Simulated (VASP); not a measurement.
# BeGa (Pm-3m) in VASP: a series of runs

BeGa is run at these levels: LDA, r2SCAN; tasks: single point.

Everything below comes from runs of VASP 6.6.1. Logs are shortened: lines on timing, memory, paths and dates and some standing lists are left out, and cuts for length are marked.

## 1. The cell of the first run

Symmetry: Pm-3m, No. 221, cubic system. Conventional cell: a = 2.821 Å, b = 2.821 Å, c = 2.821 Å, α = 90.00°, β = 90.00°, γ = 90.00°. Ga (site symmetry m-3m) has 8 Be at 2.44 Å and 6 Ga at 2.82 Å within 3.2 Å. Within 3.2 Å of Be (site symmetry m-3m) lie 8 Ga at 2.44 Å and 6 Be at 2.82 Å.

## 2. Single point, LDA

The input, INCAR:

```
SYSTEM = BeGa
  ALGO = Normal
  EDIFF = 1E-6
  ENCUT = 600
  GGA = CA
  GGA_COMPAT = .FALSE.
  ISIF = 2
  ISMEAR = -1
  LASPH = .TRUE.
  LCHARG = .FALSE.
  LREAL = .FALSE.
  LWAVE = .FALSE.
  NBANDS = 14
  NELM = 120
  PREC = Accurate
  SIGMA = 0.1
```

The input, KPOINTS:

```
k-points
0
G
  6 6 6
  0 0 0
```

The input, POSCAR:

```
BeGa
1.0
    2.8214750000      0.0000000000      0.0000000000
    0.0000000000      2.8214750000      0.0000000000
    0.0000000000      0.0000000000      2.8214750000
Ga Be
1 1
Direct
    0.5000000000      0.5000000000      0.5000000000
    0.0000000000      0.0000000000      0.0000000000
```

Potentials or basis: VASP PAW LDA potentials, release 64 (Ga_d, Be).

Command:

```console
> cat potpaw_LDA.64/Ga_d/POTCAR potpaw_LDA.64/Be/POTCAR > POTCAR
> mpirun -np 1 vasp_std > vasp.out
```

OUTCAR:

```text
SYSTEM = BeGa
   EDIFF = 1E-6
   ENCUT = 600
   GGA = CA
   ISIF = 2
   ISMEAR = -1
   LASPH = .TRUE.
   LREAL = .FALSE.
   NELM = 120
   PREC = Accurate

 ion  position               nearest neighbor table
   1  0.500  0.500  0.500-   2 2.44   2 2.44   2 2.44   2 2.44   2 2.44   2 2.44   2 2.44   2 2.44

   2  0.000  0.000  0.000-   1 2.44   1 2.44   1 2.44   1 2.44   1 2.44   1 2.44   1 2.44   1 2.44

  LATTYP: Found a simple cubic cell.
 ALAT       =     2.8214750000

  Lattice vectors:

 A1 = (   2.8214750000,   0.0000000000,   0.0000000000)
 A2 = (   0.0000000000,   2.8214750000,   0.0000000000)
 A3 = (   0.0000000000,   0.0000000000,   2.8214750000)

Analysis of symmetry for initial positions (statically):
=====================================================================
 Subroutine PRICEL returns:
 Original cell was already a primitive cell.

 Routine SETGRP: Setting up the symmetry group for a
 simple cubic supercell.

 Subroutine GETGRP returns: Found 48 space group operations
 (whereof 48 operations were pure point group operations)
 out of a pool of 48 trial point group operations.

The static configuration has the point symmetry O_h .

Analysis of symmetry for dynamics (positions and initial velocities):
=====================================================================
 Subroutine PRICEL returns:
 Original cell was already a primitive cell.

 Routine SETGRP: Setting up the symmetry group for a
 simple cubic supercell.

 Subroutine GETGRP returns: Found 48 space group operations
 (whereof 48 operations were pure point group operations)
 out of a pool of 48 trial point group operations.

The dynamic configuration has the point symmetry O_h .

 Subroutine INISYM returns: Found 48 space group operations
 (whereof 48 operations are pure point group operations),
 and found     1 'primitive' translations

----------------------------------------------------------------------------------------

                                     Primitive cell

  volume of cell :      22.4610

  direct lattice vectors                    reciprocal lattice vectors
     2.821475000  0.000000000  0.000000000     0.354424547  0.000000000  0.000000000
     0.000000000  2.821475000  0.000000000     0.000000000  0.354424547  0.000000000
     0.000000000  0.000000000  2.821475000     0.000000000  0.000000000  0.354424547

  length of vectors
     2.821475000  2.821475000  2.821475000     0.354424547  0.354424547  0.354424547

  position of ions in fractional coordinates (direct lattice)
     0.500000000  0.500000000  0.500000000
     0.000000000  0.000000000  0.000000000

  ion indices of the primitive-cell ions
   primitive index   ion index
                 1           1
                 2           2

----------------------------------------------------------------------------------------

 KPOINTS: k-points

Automatic generation of k-mesh.
 Grid dimensions read from file:
 generate k-points for:    6    6    6

 Generating k-lattice:

  Cartesian coordinates                     Fractional coordinates (reciprocal lattice)
     0.059070758  0.000000000  0.000000000     0.166666667  0.000000000  0.000000000
     0.000000000  0.059070758  0.000000000     0.000000000  0.166666667  0.000000000
     0.000000000  0.000000000  0.059070758     0.000000000  0.000000000  0.166666667

  Length of vectors
     0.059070758  0.059070758  0.059070758

  Shift w.r.t. Gamma in fractional coordinates (k-lattice)
     0.000000000  0.000000000  0.000000000

 Subroutine IBZKPT returns following result:
 ===========================================

 Found     20 irreducible k-points:

 Following reciprocal coordinates:
            Coordinates               Weight
  0.000000  0.000000  0.000000      1.000000
  0.166667  0.000000  0.000000      6.000000
  0.333333  0.000000  0.000000      6.000000
  0.500000  0.000000  0.000000      3.000000
  0.166667  0.166667  0.000000     12.000000
  0.333333  0.166667  0.000000     24.000000
[... 12 lines left out ...]
  0.500000  0.500000  0.333333      6.000000
  0.500000  0.500000  0.500000      1.000000
   k-points           NKPTS =     20   k-points in BZ     NKDIM =     20   number of bands    NBANDS=     14
   number of dos      NEDOS =    301   number of ions     NIONS =      2
   total plane-waves  NPLWV =  13824
   dimension x,y,z NGX =    24 NGY =   24 NGZ =   24
   dimension x,y,z NGXF=    48 NGYF=   48 NGZF=   48
   ions per type =               1   1
   NGX,Y,Z   is equivalent  to a cutoff of  14.14, 14.14, 14.14 a.u.
   NGXF,Y,Z  is equivalent  to a cutoff of  28.28, 28.28, 28.28 a.u.
 SYSTEM =  BeGa
   PREC   = accura    normal or accurate (medium, high low for compatibility)
   ISTART =      0    job   : 0-new  1-cont  2-samecut
   ICHARG =      2    charge: 1-file 2-atom 10-const
   ISPIN  =      1    spin polarized calculation?
   LNONCOLLINEAR =      F non collinear calculations
   LSORBIT =      F    spin-orbit coupling
   LASPH  =      T    aspherical Exc in radial PAW
   ENCUT  =  600.0 eV  44.10 Ry    6.64 a.u.   5.64  5.64  5.64*2*pi/ulx,y,z
   NELM   =    120;   NELMIN=  2; NELMDL= -5     # of ELM steps
   EDIFF  = 0.1E-05   stopping-criterion for ELM
   LREAL  =      F    real-space projection
   EDIFFG = 0.1E-04   stopping-criterion for IOM
   NSW    =      0    number of steps for IOM
   IBRION =     -1    ionic relax: 0-MD 1-quasi-New 2-CG
   NFREE  =      0    steps in history (QN), initial steepest desc. (CG)
   ISIF   =      2    stress and relaxation
   ISYM   =      2    0-nonsym 1-usesym 2-fastsym
   POTIM  = 0.5000    time-step for ionic-motion
   TEBEG  =    0.0;   TEEND  =   0.0 temperature during run
   PSTRESS=    0.0 pullay stress
   NELECT =      15.0000    total number of electrons
   NUPDOWN=      -1.0000    fix difference up-down
   EMIN   =  10.00;   EMAX   =-10.00  energy-range for DOS
   EFERMI =   0.00;   METHOD = LEGACY
   ISMEAR =    -1;   SIGMA  =   0.10  broadening in eV -4-tet -1-fermi 0-gaus
   EFERMI_NEDOS =   21; number of points for ismear=-14 and -15
   IALGO  =     38    algorithm
   IMIX   =      4    mixing-type and parameters
     AMIX     =   0.40;   BMIX     =  1.00
     AMIX_MAG =   1.60;   BMIX_MAG =  1.00
  volume/ion in A,a.u.               =      11.23        75.79
  Fermi-wavevector in a.u.,A,eV,Ry     =   1.430965  2.704132 27.860121  2.047661
  Thomas-Fermi vector in A             =   2.550753
   LORBIT       =      0    0 simple, 1 ext, 2 COOP (PROOUT), +10 PAW based schemes
   GGA     = CA    functional components
   LHFCALC =     F    Hartree Fock is set to
   AEXX    =    0.0000 exact exchange contribution
   IVDW    =     0    specifies the selected vdW correction
   LEPSILON=     F    determine dielectric tensor
   LRPA    =     F    only Hartree local field effects (RPA)
 non-spin polarized calculation
  energy-cutoff  :      600.00
  volume of cell :       22.46
 maximum number of plane-waves:       768
 NGX is ok and might be reduce to    24
   NGX = 11   NGY = 11   NGZ = 11

 number of electron      14.9999995 magnetization

 Free energy of the ion-electron system (eV)
  ---------------------------------------------------
  ext. energy  EPLUGINS =         0.00000000
  ---------------------------------------------------
  free energy    TOTEN  =        -6.89196137 eV

  energy without entropy =       -6.86869802  energy(sigma->0) =       -6.88032969

 E-fermi :   7.9287     XC(G=0): -11.9864

 val. band max:        7.8482401263   @ k =   0.5000   0.5000   0.3333
 cond. band min:       7.9431923557   @ k =   0.5000   0.5000   0.5000
 fundamental gap:      0.0949522293
 Fermi energy:         7.9286774950

 k-point     1 :       0.0000    0.0000    0.0000
  band No.  band energies     occupation
      1      -7.5875      2.00000
      2      -7.5875      2.00000
      3      -7.1950      2.00000
      4      -7.1950      2.00000
      5      -7.1950      2.00000
      6      -5.0209      2.00000
      7      10.4884      0.00000
      8      10.4884      0.00000
      9      10.4884      0.00000
     10      15.7010      0.00000
     11      15.7010      0.00000
     12      17.6966      0.00000
     13      25.1002      0.00000
     14      25.1002      0.00000

 k-point     2 :       0.1667    0.0000    0.0000
  band No.  band energies     occupation
      1      -7.5771      2.00000
      2      -7.5210      2.00000
      3      -7.2314      2.00000
      4      -7.2314      2.00000
      5      -7.1918      2.00000
      6      -4.5343      2.00000
      7       7.3140      1.99573
      8      11.0484      0.00000
      9      11.0484      0.00000
     10      16.1523      0.00000
     11      17.2939      0.00000
     12      19.7932      0.00000
     13      22.9755      0.00000
     14      22.9755      0.00000

 k-point     3 :       0.3333    0.0000    0.0000
  band No.  band energies     occupation
      1      -7.5564      2.00000
      2      -7.4058      2.00000
      3      -7.3028      2.00000
      4      -7.3028      2.00000
      5      -7.1852      2.00000
      6      -3.0595      2.00000
      7       3.1850      2.00000
      8      12.6580      0.00000
      9      12.6580      0.00000
     10      17.5142      0.00000
     11      17.6901      0.00000
     12      19.1424      0.00000
     13      19.1424      0.00000
     14      21.1995      0.00000

 k-point     4 :       0.5000    0.0000    0.0000
  band No.  band energies     occupation
      1      -7.5460      2.00000
      2      -7.3550      2.00000
      3      -7.3380      2.00000
      4      -7.3380      2.00000
      5      -7.1819      2.00000
      6      -1.2228      2.00000
      7       0.4223      2.00000
      8      14.5135      0.00000
      9      14.5135      0.00000
     10      16.4468      0.00000
     11      16.4468      0.00000
     12      17.9408      0.00000
     13      19.4013      0.00000
     14      20.4247      0.00000

 k-point     5 :       0.1667    0.1667    0.0000
  band No.  band energies     occupation
      1      -7.5417      2.00000
      2      -7.4714      2.00000
      3      -7.2771      2.00000
      4      -7.2312      2.00000
      5      -7.2225      2.00000
      6      -4.0478      2.00000
      7       7.2560      1.99761
      8       8.4928      0.00707
      9      11.5905      0.00000
     10      17.0070      0.00000
     11      18.6838      0.00000
[... 208 lines left out ...]
 k-point    18 :       0.5000    0.3333    0.3333
  band No.  band energies     occupation
      1      -7.5135      2.00000
      2      -7.5004      2.00000
      3      -7.4457      2.00000
      4      -7.1739      2.00000
      5      -7.0868      2.00000
      6       2.8712      2.00000
      7       3.9599      2.00000
      8       9.0494      0.00003
      9       9.1753      0.00001
     10       9.4629      0.00000
     11      11.5080      0.00000
     12      14.9446      0.00000
     13      15.5881      0.00000
     14      31.5876      0.00000

 k-point    19 :       0.5000    0.5000    0.3333
  band No.  band energies     occupation
      1      -7.5668      2.00000
      2      -7.4976      2.00000
      3      -7.4976      2.00000
      4      -7.1291      2.00000
      5      -7.0310      2.00000
      6       5.2849      2.00000
      7       5.2849      2.00000
      8       5.8342      2.00000
      9       7.8482      1.38182
     10      11.7574      0.00000
     11      11.7574      0.00000
     12      12.1891      0.00000
     13      13.1149      0.00000
     14      33.0706      0.00000

 k-point    20 :       0.5000    0.5000    0.5000
  band No.  band energies     occupation
      1      -7.5574      2.00000
      2      -7.5574      2.00000
      3      -7.5574      2.00000
      4      -7.0291      2.00000
      5      -7.0291      2.00000
      6       7.9432      0.92755
      7       7.9432      0.92755
      8       7.9432      0.92755
      9       8.1710      0.16286
     10       8.1710      0.16286
     11       8.1710      0.16286
     12       8.9577      0.00007
     13      12.2399      0.00000
     14      35.6562      0.00000

------------------------ aborting loop because EDIFF is reached ----------------------------------------

  FORCE on cell =-STRESS in cart. coord.  units (eV):
  Direction    XX          YY          ZZ          XY          YZ          ZX
  --------------------------------------------------------------------------------------
  -------------------------------------------------------------------------------------
  Total        1.3889953      1.3889953      1.3889953      0.0000000      0.0000000      0.0000000
  in kB       99.0792592     99.0792592     99.0792592      0.0000000      0.0000000      0.0000000
  external PRESSURE =      99.0792592 kB  Pullay stress =       0.0000000 kB

 VOLUME and BASIS-vectors are now :
 -----------------------------------------------------------------------------
  energy-cutoff  :      600.00
  volume of cell :       22.46
      direct lattice vectors                 reciprocal lattice vectors
     2.821475000  0.000000000  0.000000000     0.354424547  0.000000000  0.000000000
     0.000000000  2.821475000  0.000000000     0.000000000  0.354424547  0.000000000
     0.000000000  0.000000000  2.821475000     0.000000000  0.000000000  0.354424547

 POSITION                                       TOTAL-FORCE (eV/Angst)
 -----------------------------------------------------------------------------------
      1.41074      1.41074      1.41074         0.000000      0.000000      0.000000
      0.00000      0.00000      0.00000         0.000000      0.000000      0.000000
 -----------------------------------------------------------------------------------
    total drift:                                0.000000     -0.000000     -0.000000

  FREE ENERGIE OF THE ION-ELECTRON SYSTEM (eV)
  ---------------------------------------------------
  free  energy   TOTEN  =        -6.8919613670 eV

  energy  without entropy=       -6.8686980216  energy(sigma->0) =       -6.88032969
```

It took 7.7 s on 1 thread of AMD EPYC 7R13, shared host; peak memory 0.1 GiB.

What came out:

```yaml
Free_energy: -6.8920 eV
Pressure: 9.9 GPa
Band_gap_on_the_k_mesh: zero (an odd number of electrons rules out a gap without spin polarisation)
```

Levels at points of the mesh, in eV from the Fermi level:
```
           k point  band 4  band 5  band 6  band 7  band 8  band 9  band 10  band 11
(0.00, 0.00, 0.00)  -15.12  -15.12  -12.95    2.56    2.56    2.56     7.77     7.77
(0.50, 0.00, 0.00)  -15.27  -15.11   -9.15   -7.51    6.58    6.58     8.52     8.52
(0.50, 0.50, 0.00)  -15.23  -14.97   -5.00   -5.00   -4.01   -0.72     8.15    12.31
(0.50, 0.50, 0.50)  -14.96  -14.96    0.01    0.01    0.01    0.24     0.24     0.24
```

Caveat: the k points lie up to 0.37 Å⁻¹ apart, too coarse for converged energies and pressures of a metal.

(Part 1 of 2 ends here.)

The gap in the log of VASP goes by the Fermi energy; the results here count the filled bands.